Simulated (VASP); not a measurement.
# SnO in VASP: single point with PBE+D3(BJ)

Aim: the single point of SnO with PBE+D3(BJ).

Program: VASP 6.6.1. These are calculated values, not measurements. Logs are shortened: lines on timing, memory, paths and dates and some standing lists are left out, and cuts for length are marked.

## Step 1: The cell of the first run

The cell holds a slab with vacuum, 8 atoms: a = 3.820 Å, b = 3.820 Å, c = 22.226 Å, α = 90.00°, β = 90.00°, γ = 90.00°.

## Step 2: Single point, PBE+D3(BJ)

Input file INCAR:

```
SYSTEM = SnO
PREC = Accurate ; ENCUT = 520
EDIFF = 1E-6 ; ISMEAR = 0
SIGMA = 0.05 ; LREAL = .False.
LASPH = .True. ; NELM = 80
ALGO = Normal ; ISIF = 2
LWAVE = .False. ; LCHARG = .True.
LDIPOL = .True. ; IDIPOL = 3
DIPOL = 0.5 0.5 0.399 ; GGA = PE
IVDW = 12 ; LELF = .True.
LVHAR = .True. ; LVACPOTAV = .True.
NBANDS = 50
```

Input file KPOINTS:

```
Automatic mesh
0
Gamma
  7 7 1
  0 0 0
```

Input file POSCAR:

```
SnO
1.0
    3.8201630918      0.0000000000      0.0000000000
    0.0000000000      3.8201630918      0.0000000000
    0.0000000000      0.0000000000     22.2260821141
Sn O
4 4
Direct
    0.7500000000      0.2500000000      0.2024648328
    0.2500000000      0.7500000000      0.3087832134
    0.3750000000      1.1250000000      0.4887519537
   -0.1250000000      1.6250000000      0.5950703343
    0.2500000000      0.2500000000      0.2556240231
    0.7500000000      0.7500000000      0.2556240231
   -0.1250000000      1.1250000000      0.5419111440
    0.3750000000      1.6250000000      0.5419111440
```

Potentials or basis: VASP PAW PBE potentials, release 64 (Sn_d, O).

Command:

```console
$ cat potpaw_PBE.64/Sn_d/POTCAR potpaw_PBE.64/O/POTCAR > POTCAR
$ mpirun -np 1 vasp_std > vasp.out
```

OUTCAR:

```text
SYSTEM = SnO
   PREC = Accurate
   ENCUT = 520
   EDIFF = 1E-6
   ISMEAR = 0
   LREAL = .False.
   LASPH = .True.
   NELM = 80
   ISIF = 2
   GGA = PE
   IVDW = 12
 IVDW          = 12

 ion  position               nearest neighbor table
   1  0.750  0.250  0.202-   5 2.25   6 2.25   6 2.25   5 2.25   2 3.59   2 3.59   2 3.59   2 3.59

   2  0.250  0.750  0.309-   5 2.25   6 2.25   5 2.25   6 2.25   1 3.59   1 3.59   1 3.59   1 3.59

   3  0.375  0.125  0.489-   7 2.25   8 2.25   8 2.25   7 2.25   4 3.59   4 3.59   4 3.59   4 3.59

   4  0.875  0.625  0.595-   7 2.25   8 2.25   7 2.25   8 2.25   3 3.59   3 3.59   3 3.59   3 3.59

   5  0.250  0.250  0.256-   1 2.25   2 2.25   2 2.25   1 2.25
   6  0.750  0.750  0.256-   1 2.25   2 2.25   1 2.25   2 2.25
   7  0.875  0.125  0.542-   3 2.25   3 2.25   4 2.25   4 2.25
   8  0.375  0.625  0.542-   3 2.25   3 2.25   4 2.25   4 2.25

  LATTYP: Found a simple tetragonal cell.
 ALAT       =     3.8201630918
 C/A-ratio  =     5.8180977042

  Lattice vectors:

 A1 = (   3.8201630918,   0.0000000000,   0.0000000000)
 A2 = (   0.0000000000,   3.8201630918,   0.0000000000)
 A3 = (   0.0000000000,   0.0000000000,  22.2260821141)

Analysis of symmetry for initial positions (statically):
=====================================================================
 Subroutine PRICEL returns:
 Original cell was already a primitive cell.

 Routine SETGRP: Setting up the symmetry group for a
 simple tetragonal supercell.

 Subroutine GETGRP returns: Found  2 space group operations
 (whereof  1 operations were pure point group operations)
 out of a pool of 16 trial point group operations.

The static configuration has the point symmetry C_1 .
 The point group associated with its full space group is S_2 .

Analysis of symmetry for dynamics (positions and initial velocities):
=====================================================================
 Subroutine PRICEL returns:
 Original cell was already a primitive cell.

 Routine SETGRP: Setting up the symmetry group for a
 simple tetragonal supercell.

 Subroutine GETGRP returns: Found  2 space group operations
 (whereof  1 operations were pure point group operations)
 out of a pool of 16 trial point group operations.

The dynamic configuration has the point symmetry C_1 .
 The point group associated with its full space group is S_2 .

[... 116 lines left out ...]
   ISYM   =      2    0-nonsym 1-usesym 2-fastsym
   POTIM  = 0.5000    time-step for ionic-motion
   TEBEG  =    0.0;   TEEND  =   0.0 temperature during run
   PSTRESS=    0.0 pullay stress
   NELECT =      80.0000    total number of electrons
   NUPDOWN=      -1.0000    fix difference up-down
   EMIN   =  10.00;   EMAX   =-10.00  energy-range for DOS
   EFERMI =   0.00;   METHOD = LEGACY
   ISMEAR =     0;   SIGMA  =   0.05  broadening in eV -4-tet -1-fermi 0-gaus
   EFERMI_NEDOS =   21; number of points for ismear=-14 and -15
   IALGO  =     38    algorithm
   IMIX   =      4    mixing-type and parameters
     AMIX     =   0.40;   BMIX     =  1.00
     AMIX_MAG =   1.60;   BMIX_MAG =  1.00
  volume/ion in A,a.u.               =      40.54       273.61
  Fermi-wavevector in a.u.,A,eV,Ry     =   1.026666  1.940118 14.341131  1.054043
  Thomas-Fermi vector in A             =   2.160571
   LORBIT       =      0    0 simple, 1 ext, 2 COOP (PROOUT), +10 PAW based schemes
   GGA     = PE    functional components
   LHFCALC =     F    Hartree Fock is set to
   AEXX    =    0.0000 exact exchange contribution
   IVDW    =    12    specifies the selected vdW correction
   LEPSILON=     F    determine dielectric tensor
   LRPA    =     F    only Hartree local field effects (RPA)
 non-spin polarized calculation
 Gauss-broadening in eV      SIGMA  =   0.05
  energy-cutoff  :      520.00
  volume of cell :      324.36
 maximum number of plane-waves:      8769
   NGX = 15   NGY = 15   NGZ = 83

 dipolmoment           0.000000      0.000000     -0.000001 electrons x Angstroem

 number of electron      79.9999971 magnetization

 dipolmoment           0.000000      0.000000      0.000000 electrons x Angstroem

 Free energy of the ion-electron system (eV)
  ---------------------------------------------------
  ext. energy  EPLUGINS =         0.00000000
  ---------------------------------------------------
  free energy    TOTEN  =       -45.16358529 eV

  energy without entropy =      -45.16358529  energy(sigma->0) =      -45.16358529

 E-fermi :   0.0695     XC(G=0):  -5.2970

 val. band max:       -0.1507244527   @ k =   0.1429   0.0000   0.0000
 cond. band min:       2.2152396584   @ k =   0.4286   0.0000   0.0000
 fundamental gap:      2.3659641112
 Fermi energy:         0.0694884770

 k-point     1 :       0.0000    0.0000    0.0000
  band No.  band energies     occupation
      1     -21.0536      2.00000
      2     -21.0536      2.00000
      3     -20.6931      2.00000
      4     -20.6931      2.00000
      5     -20.6558      2.00000
      6     -20.6555      2.00000
[... 1261 lines left out ...]
     49       6.1241      0.00000
     50       6.4080      0.00000

 [... further k-points ...]

------------------------ aborting loop because EDIFF is reached ----------------------------------------

 Edisp (eV)   -1.25539

 E8    (eV) :    -0.5552

  FORCE on cell =-STRESS in cart. coord.  units (eV):
  Direction    XX          YY          ZZ          XY          YZ          ZX
  --------------------------------------------------------------------------------------
  -------------------------------------------------------------------------------------
  Total       0.19861     0.28934    -0.02183     0.02140     0.25056     0.16378
  in kB       0.98104     1.42920    -0.10783     0.10571     1.23766     0.80899
  external pressure =        0.77 kB  Pullay stress =        0.00 kB

 VOLUME and BASIS-vectors are now :
 -----------------------------------------------------------------------------
  energy-cutoff  :      520.00
  volume of cell :      324.36
      direct lattice vectors                 reciprocal lattice vectors
     3.820163092  0.000000000  0.000000000     0.261768929  0.000000000  0.000000000
     0.000000000  3.820163092  0.000000000     0.000000000  0.261768929  0.000000000
     0.000000000  0.000000000 22.226082114     0.000000000  0.000000000  0.044992185

 POSITION                                       TOTAL-FORCE (eV/Angst)
 -----------------------------------------------------------------------------------
      2.86512      0.95504      4.50000        -0.003143     -0.004769     -0.078657
      0.95504      2.86512      6.86304        -0.014896     -0.028930      0.111687
      1.43256      0.47752     10.86304         0.014896      0.028930     -0.111687
      3.34264      2.38760     13.22608         0.003143      0.004769      0.078657
      0.95504      0.95504      5.68152         0.006478     -0.024163      0.007778
      2.86512      2.86512      5.68152        -0.018427      0.009529      0.009101
      3.34264      0.47752     12.04456         0.018427     -0.009529     -0.009101
      1.43256      2.38760     12.04456        -0.006478      0.024163     -0.007778
 -----------------------------------------------------------------------------------
    total drift:                               -0.000000     -0.000000      0.000002

  FREE ENERGIE OF THE ION-ELECTRON SYSTEM (eV)
  ---------------------------------------------------
  free  energy   TOTEN  =       -46.4189737596 eV

  energy  without entropy=      -46.4189737596  energy(sigma->0) =      -46.41897376

 vacuum level on the upper side and lower side of the slab         4.930         4.930
```

OSZICAR:

```text
N       E                     dE             d eps       ncg     rms          rms(c)
DAV:   1     0.950806031790E+03    0.95081E+03   -0.38048E+04  2652   0.180E+03
DAV:   2     0.139048973608E+03   -0.81176E+03   -0.78442E+03  2772   0.494E+02
DAV:   3    -0.390024106978E+02   -0.17805E+03   -0.17199E+03  3122   0.221E+02
[... 15 lines left out ...]
DAV:  19    -0.451635678741E+02   -0.39865E-04   -0.24335E-06  2010   0.114E-02    0.218E-03
DAV:  20    -0.451635801965E+02   -0.12322E-04   -0.10521E-06  2126   0.492E-03    0.255E-03
DAV:  21    -0.451635831094E+02   -0.29129E-05   -0.15972E-07  1754   0.467E-03    0.161E-03
DAV:  22    -0.451635849950E+02   -0.18855E-05   -0.31825E-07  1782   0.391E-03    0.189E-04
DAV:  23    -0.451635852944E+02   -0.29941E-06   -0.12628E-07  1754   0.253E-03
   1 F= -.46418974E+02 E0= -.46418974E+02  d E =-.111032E-10
```

stdout:

```text
POSCAR found type information on POSCAR SnO
 POSCAR found :  2 types and       8 ions
 scaLAPACK will be used
 LDA part: xc-table for (Slater+PW92), standard interpolation
 POSCAR, INCAR and KPOINTS ok, starting setup
 FFT: planning ... GRIDC
 FFT: planning ... GRID_SOFT
 FFT: planning ... GRID
 WAVECAR not read
 entering main loop
 -----------------------------------------------------------------------------
|                                                                             |
|           W    W    AA    RRRRR   N    N  II  N    N   GGGG   !!!           |
|           W    W   A  A   R    R  NN   N  II  NN   N  G    G  !!!           |
|           W    W  A    A  R    R  N N  N  II  N N  N  G       !!!           |
|           W WW W  AAAAAA  RRRRR   N  N N  II  N  N N  G  GGG   !            |
|           WW  WW  A    A  R   R   N   NN  II  N   NN  G    G                |
|           W    W  A    A  R    R  N    N  II  N    N   GGGG   !!!           |
|                                                                             |
|     Did not find any points to average over, which means that no vacuum     |
|     field-free region was found. Please increase the size of  your cell     |
|     in the dimension of the dipole correction to obtain accurate            |
|     workfunction values.                                                    |
|                                                                             |
 -----------------------------------------------------------------------------
```

It took 6.5 min on 1 thread of Intel Xeon Platinum 8488C (Sapphire Rapids), shared host; peak memory 0.51 GiB.

What came out:

* Free energy: -46.4190 eV
* Largest force: 0.116 eV/Å
* Band gap on the k mesh: 2.37 eV, indirect (least direct gap 2.52 eV)
* Dispersion energy per atom: -0.157 eV

Forces in eV/Å, atoms in the order of the input:
```
Sn  -0.003 -0.005 -0.079
Sn  -0.015 -0.029  0.112
Sn   0.015  0.029 -0.112
Sn   0.003  0.005  0.079
O    0.006 -0.024  0.008
O   -0.018  0.010  0.009
O    0.018 -0.010 -0.009
O   -0.006  0.024 -0.008
```

Caveat: spin-orbit coupling is left out, which moves the levels of the heavy elements.
